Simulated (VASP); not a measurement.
# As (P1) in VASP: single point with PBE

Aim: the single point of As with PBE.

Program: VASP 6.6.1. These are calculated values, not measurements. Logs are shortened: lines on timing, memory, paths and dates and some standing lists are left out, and cuts for length are marked.

### Step 1. The cell of the first run

The typed cell holds 3 atoms: a = 4.663 Å, b = 5.303 Å, c = 3.477 Å, α = 108.98°, β = 87.94°, γ = 90.37°.

### Step 2. Single point, PBE

INCAR reads:

```
PREC = Accurate
ENCUT = 520
EDIFF = 1E-7
ISMEAR = 0
SIGMA = 0.1
LREAL = False
LASPH = True
NELM = 100
ALGO = Normal
ISIF = 2
LWAVE = False
LCHARG = True
GGA = PE
LELF = True
LVHAR = True
NBANDS = 14
```

KPOINTS reads:

```
regular mesh
0
Gamma
  4 4 6
```

POSCAR reads:

```
As
1.0
    4.6310444505      0.2234690055     -0.4944655285
   -0.3022955910      5.2927795193     -0.1181188332
    0.5258084449     -1.0298190481      3.2786517481
As
3
Direct
    0.8267137456      0.5174519019      0.1844283880
    0.4159448772      0.1921647133      1.0326436320
    0.8264627131      0.8616693989      0.8545392708
```

Potentials or basis: VASP PAW PBE potentials, release 64 (As).

Run with:

```sh
$ cat potpaw_PBE.64/As/POTCAR > POTCAR
$ mpirun -np 1 vasp_std > vasp.out
```

OUTCAR:

```text
PREC = Accurate
   ENCUT = 520
   EDIFF = 1E-7
   ISMEAR = 0
   LREAL = False
   LASPH = True
   NELM = 100
   ISIF = 2
   GGA = PE

 ion  position               nearest neighbor table
   1  0.827  0.517  0.184-   3 2.45   3 2.45   2 2.52
   2  0.416  0.192  0.033-   1 2.52   3 2.52
   3  0.826  0.862  0.855-   1 2.45   1 2.45   2 2.52

  LATTYP: Found a triclinic cell.
 ALAT       =     3.4765728926
 B/A-ratio  =     1.5252724845
 C/A-ratio  =     1.3411843927
 COS(alpha) =     0.0064212582
 COS(beta)  =     0.0360097725
 COS(gamma) =     0.3252904245

  Lattice vectors:

 A1 = (   0.5258084449,  -1.0298190481,   3.2786517481)
 A2 = (   0.3022955910,  -5.2927795193,   0.1181188332)
 A3 = (   4.6310444505,   0.2234690055,  -0.4944655285)

Analysis of symmetry for initial positions (statically):
=====================================================================
 Subroutine PRICEL returns:
 Original cell was already a primitive cell.

 Routine SETGRP: Setting up the symmetry group for a
 triclinic supercell.

 Subroutine GETGRP returns: Found  1 space group operations
 (whereof  1 operations were pure point group operations)
 out of a pool of  2 trial point group operations.

The static configuration has the point symmetry C_1 .

Analysis of symmetry for dynamics (positions and initial velocities):
=====================================================================
 Subroutine PRICEL returns:
 Original cell was already a primitive cell.

 Routine SETGRP: Setting up the symmetry group for a
 triclinic supercell.

 Subroutine GETGRP returns: Found  1 space group operations
 (whereof  1 operations were pure point group operations)
 out of a pool of  2 trial point group operations.

The dynamic configuration has the point symmetry C_1 .

 Subroutine INISYM returns: Found  1 space group operations
 (whereof  1 operations are pure point group operations),
 and found     1 'primitive' translations

----------------------------------------------------------------------------------------

                                     Primitive cell

  volume of cell :      81.2298

  direct lattice vectors                    reciprocal lattice vectors
     4.631044451  0.223469006 -0.494465528     0.212133249  0.011436864 -0.030428225
    -0.302295591  5.292779519 -0.118118833    -0.002751048  0.190122068  0.060158219
     0.525808445 -1.029819048  3.278651748     0.031893484  0.008574296  0.302581728

  length of vectors
     4.662725304  5.302720974  3.476572893     0.214609399  0.199431644  0.304378736

  position of ions in fractional coordinates (direct lattice)
     0.826713746  0.517451902  0.184428388
     0.415944877  0.192164713  0.032643632
     0.826462713  0.861669399  0.854539271

  ion indices of the primitive-cell ions
   primitive index   ion index
                 1           1
                 2           2
                 3           3

----------------------------------------------------------------------------------------

 KPOINTS: regular mesh

Automatic generation of k-mesh.
 Grid dimensions read from file:
 generate k-points for:    4    4    6

 Generating k-lattice:

  Cartesian coordinates                     Fractional coordinates (reciprocal lattice)
     0.053033312  0.002859216 -0.007607056     0.250000000  0.000000000 -0.000000000
    -0.000687762  0.047530517  0.015039555     0.000000000  0.250000000 -0.000000000
     0.005315581  0.001429049  0.050430288     0.000000000  0.000000000  0.166666667

  Length of vectors
     0.053652350  0.049857911  0.050729789

  Shift w.r.t. Gamma in fractional coordinates (k-lattice)
     0.000000000  0.000000000  0.000000000

 Subroutine IBZKPT returns following result:
 ===========================================

 Found     52 irreducible k-points:

 Following reciprocal coordinates:
            Coordinates               Weight
  0.000000  0.000000  0.000000      1.000000
  0.250000 -0.000000 -0.000000      2.000000
  0.500000 -0.000000 -0.000000      1.000000
 -0.000000  0.250000  0.000000      2.000000
  0.250000  0.250000 -0.000000      2.000000
  0.500000  0.250000  0.000000      2.000000
[... 16 lines left out ...]
  0.000000 -0.250000  0.166667      2.000000
  0.250000 -0.250000  0.166667      2.000000
 [... further k-points ...]
   k-points           NKPTS =     52   k-points in BZ     NKDIM =     52   number of bands    NBANDS=     14
   number of dos      NEDOS =    301   number of ions     NIONS =      3
   total plane-waves  NPLWV =  40320
   dimension x,y,z NGX =    36 NGY =   40 NGZ =   28
   dimension x,y,z NGXF=    72 NGYF=   80 NGZF=   56
   ions per type =               3
   NGX,Y,Z   is equivalent  to a cutoff of  12.84, 12.54, 13.39 a.u.
   NGXF,Y,Z  is equivalent  to a cutoff of  25.67, 25.08, 26.78 a.u.
 SYSTEM =  unknown system
   PREC   = accura    normal or accurate (medium, high low for compatibility)
   ISTART =      0    job   : 0-new  1-cont  2-samecut
   ICHARG =      2    charge: 1-file 2-atom 10-const
   ISPIN  =      1    spin polarized calculation?
   LNONCOLLINEAR =      F non collinear calculations
   LSORBIT =      F    spin-orbit coupling
   LASPH  =      T    aspherical Exc in radial PAW
   ENCUT  =  520.0 eV  38.22 Ry    6.18 a.u.   8.67  9.86  6.46*2*pi/ulx,y,z
   NELM   =    100;   NELMIN=  2; NELMDL= -5     # of ELM steps
   EDIFF  = 0.1E-06   stopping-criterion for ELM
   LREAL  =      F    real-space projection
   EDIFFG = 0.1E-05   stopping-criterion for IOM
   NSW    =      0    number of steps for IOM
   IBRION =     -1    ionic relax: 0-MD 1-quasi-New 2-CG
   NFREE  =      0    steps in history (QN), initial steepest desc. (CG)
   ISIF   =      2    stress and relaxation
   ISYM   =      2    0-nonsym 1-usesym 2-fastsym
   POTIM  = 0.5000    time-step for ionic-motion
   TEBEG  =    0.0;   TEEND  =   0.0 temperature during run
   PSTRESS=    0.0 pullay stress
   NELECT =      15.0000    total number of electrons
   NUPDOWN=      -1.0000    fix difference up-down
   EMIN   =  10.00;   EMAX   =-10.00  energy-range for DOS
   EFERMI =   0.00;   METHOD = LEGACY
   ISMEAR =     0;   SIGMA  =   0.10  broadening in eV -4-tet -1-fermi 0-gaus
   EFERMI_NEDOS =   21; number of points for ismear=-14 and -15
   IALGO  =     38    algorithm
   IMIX   =      4    mixing-type and parameters
     AMIX     =   0.40;   BMIX     =  1.00
     AMIX_MAG =   1.60;   BMIX_MAG =  1.00
  volume/ion in A,a.u.               =      27.08       182.72
  Fermi-wavevector in a.u.,A,eV,Ry     =   0.932252  1.761701 11.824747  0.869094
  Thomas-Fermi vector in A             =   2.058831
   LORBIT       =      0    0 simple, 1 ext, 2 COOP (PROOUT), +10 PAW based schemes
   GGA     = PE    functional components
   LHFCALC =     F    Hartree Fock is set to
   AEXX    =    0.0000 exact exchange contribution
   IVDW    =     0    specifies the selected vdW correction
   LEPSILON=     F    determine dielectric tensor
   LRPA    =     F    only Hartree local field effects (RPA)
 non-spin polarized calculation
 Gauss-broadening in eV      SIGMA  =   0.10
  energy-cutoff  :      520.00
  volume of cell :       81.23
 maximum number of plane-waves:      2204
 NGX is ok and might be reduce to    36
   NGX = 17   NGY = 19   NGZ = 13

 number of electron      15.0000000 magnetization

 Free energy of the ion-electron system (eV)
  ---------------------------------------------------
  ext. energy  EPLUGINS =         0.00000000
  ---------------------------------------------------
  free energy    TOTEN  =       -13.20355175 eV

  energy without entropy =      -13.19709198  energy(sigma->0) =      -13.20032187

 E-fermi :   2.9201     XC(G=0):  -8.7794

 val. band max:        2.9118302486   @ k =   0.5000   0.0000   0.1667
 cond. band min:       2.9425793190   @ k =   0.5000   0.5000   0.5000
 fundamental gap:      0.0307490704
 Fermi energy:         2.9200655526

 k-point     1 :       0.0000    0.0000    0.0000
  band No.  band energies     occupation
      1     -10.9450      2.00000
      2      -7.0595      2.00000
      3      -5.3808      2.00000
      4      -1.0634      2.00000
      5       0.1886      2.00000
      6       1.7667      2.00000
      7       2.3931      2.00000
      8       3.8132      0.00000
      9       4.8628      0.00000
     10       4.9984      0.00000
     11       6.0269      0.00000
     12       7.5584      0.00000
     13       7.8997      0.00000
     14       9.1652      0.00000

 k-point     2 :       0.2500   -0.0000   -0.0000
  band No.  band energies     occupation
      1     -10.7928      2.00000
      2      -7.3665      2.00000
      3      -5.2529      2.00000
      4      -1.6912      2.00000
      5       0.9132      2.00000
      6       1.1592      2.00000
      7       1.7977      2.00000
      8       4.0104      0.00000
      9       4.9793      0.00000
     10       5.8575      0.00000
     11       7.1139      0.00000
     12       7.3623      0.00000
     13       9.2171      0.00000
     14       9.5683      0.00000

 k-point     3 :       0.5000   -0.0000   -0.0000
  band No.  band energies     occupation
      1     -10.6127      2.00000
      2      -7.7048      2.00000
      3      -5.1101      2.00000
      4      -1.8965      2.00000
      5       0.3748      2.00000
      6       0.8428      2.00000
      7       1.8277      2.00000
      8       4.2648      0.00000
      9       5.9804      0.00000
     10       6.5773      0.00000
     11       6.8297      0.00000
     12       8.7599      0.00000
     13       9.4595      0.00000
     14      10.4753      0.00000

 k-point     4 :      -0.0000    0.2500    0.0000
  band No.  band energies     occupation
      1     -10.6601      2.00000
      2      -8.1646      2.00000
      3      -4.4310      2.00000
      4      -0.8461      2.00000
      5       0.6668      2.00000
      6       1.4333      2.00000
      7       1.4974      2.00000
      8       3.7784      0.00000
      9       4.4328      0.00000
     10       5.5239      0.00000
     11       6.8848      0.00000
     12       7.6004      0.00000
     13       9.0596      0.00000
     14       9.7349      0.00000

 k-point     5 :       0.2500    0.2500   -0.0000
  band No.  band energies     occupation
      1     -10.5290      2.00000
      2      -8.1093      2.00000
      3      -5.0512      2.00000
      4      -0.9176      2.00000
      5      -0.0890      2.00000
      6       1.5656      2.00000
      7       2.4077      2.00000
      8       4.4756      0.00000
      9       4.7817      0.00000
     10       5.7501      0.00000
     11       6.8089      0.00000
[... 276 lines left out ...]
 k-point    22 :      -0.2500    0.5000    0.1667
  band No.  band energies     occupation
      1      -9.8597      2.00000
      2      -8.6631      2.00000
      3      -4.8610      2.00000
      4      -1.0506      2.00000
      5      -0.4991      2.00000
      6       1.3419      2.00000
      7       2.4328      2.00000
      8       3.4478      0.00000
      9       5.0945      0.00000
     10       5.7578      0.00000
     11       6.5818      0.00000
     12       7.8489      0.00000
     13       9.7066      0.00000
     14      10.1201      0.00000

 k-point    23 :       0.0000   -0.2500    0.1667
  band No.  band energies     occupation
      1     -10.5510      2.00000
      2      -7.5084      2.00000
      3      -4.8743      2.00000
      4      -0.7790      2.00000
      5      -0.0224      2.00000
      6       0.5290      2.00000
      7       1.9481      2.00000
      8       2.7743      1.96076
      9       4.3925      0.00000
     10       6.0345      0.00000
     11       6.6201      0.00000
     12       7.7431      0.00000
     13       8.6567      0.00000
     14      10.8960      0.00000

 k-point    24 :       0.2500   -0.2500    0.1667
  band No.  band energies     occupation
      1     -10.4051      2.00000
      2      -7.5771      2.00000
      3      -5.1569      2.00000
      4      -1.1460      2.00000
      5      -0.0617      2.00000
      6       0.4964      2.00000
      7       2.0427      2.00000
      8       2.9509      0.66273
      9       5.1490      0.00000
     10       5.9404      0.00000
     11       6.5875      0.00000
     12       7.7858      0.00000
     13       9.8635      0.00000
     14      10.7652      0.00000

 [... further k-points ...]
[... 5 lines left out ...]
  --------------------------------------------------------------------------------------
  -------------------------------------------------------------------------------------
  Total        0.0983677      0.0072475      0.1159814      0.0063040      0.0161320     -0.0383802
  in kB        1.9402053      0.1429490      2.2876191      0.1243393      0.3181883     -0.7570106
  external PRESSURE =       1.4569245 kB  Pullay stress =       0.0000000 kB

 VOLUME and BASIS-vectors are now :
 -----------------------------------------------------------------------------
  energy-cutoff  :      520.00
  volume of cell :       81.23
      direct lattice vectors                 reciprocal lattice vectors
     4.631044451  0.223469006 -0.494465528     0.212133249  0.011436864 -0.030428225
    -0.302295591  5.292779519 -0.118118833    -0.002751048  0.190122068  0.060158219
     0.525808445 -1.029819048  3.278651748     0.031893484  0.008574296  0.302581728

 POSITION                                       TOTAL-FORCE (eV/Angst)
 -----------------------------------------------------------------------------------
      3.76910      2.73358      0.13477         0.006629     -0.009996     -0.047150
      1.88533      1.07642     -0.12134        -0.047291     -0.022309      0.006962
      4.01623      3.86529      2.29130         0.040662      0.032305      0.040187
 -----------------------------------------------------------------------------------
    total drift:                               -0.000045      0.000008     -0.000006

  FREE ENERGIE OF THE ION-ELECTRON SYSTEM (eV)
  ---------------------------------------------------
  free  energy   TOTEN  =       -13.2035517507 eV

  energy  without entropy=      -13.1970919836  energy(sigma->0) =      -13.20032187
```

It took 22 s on 1 thread of Intel Xeon 6975P-C (Granite Rapids), shared host; peak memory 0.2 GiB.

What came out:

```yaml
Free_energy: -13.2036 eV
Pressure: 0.1 GPa
Largest_force: 0.066 eV/Å
```

Forces on the atoms (eV/Å):
```
As   0.007 -0.010 -0.047
As  -0.047 -0.022  0.007
As   0.041  0.032  0.040
```

Stress tensor (GPa, compression positive):
```
 0.19  0.01 -0.08
 0.01  0.01  0.03
-0.08  0.03  0.23
```

Levels at points of the mesh, in eV from the Fermi level:
| k point | band 6 | band 7 | band 8 | band 9 | band 10 | band 11 |
| --- | --- | --- | --- | --- | --- | --- |
| (0.00, 0.00, 0.00) | -1.15 | -0.53 | 0.89 | 1.94 | 2.08 | 3.11 |
| (0.50, 0.00, 0.00) | -2.08 | -1.09 | 1.34 | 3.06 | 3.66 | 3.91 |
| (0.00, 0.50, 0.00) | -1.63 | -1.38 | 1.27 | 1.37 | 2.19 | 4.26 |
| (0.50, 0.50, 0.00) | -0.57 | -0.04 | 1.83 | 1.88 | 2.96 | 3.74 |
| (0.00, 0.00, 0.50) | -2.38 | -2.10 | -0.48 | 1.65 | 1.88 | 3.68 |
| (0.50, 0.00, 0.50) | -3.03 | -1.72 | 0.04 | 1.08 | 2.18 | 4.11 |
| (0.00, 0.50, 0.50) | -2.37 | -2.08 | -0.49 | 1.66 | 1.89 | 3.67 |
| (0.50, 0.50, 0.50) | -3.02 | -1.74 | 0.02 | 1.12 | 2.22 | 4.14 |
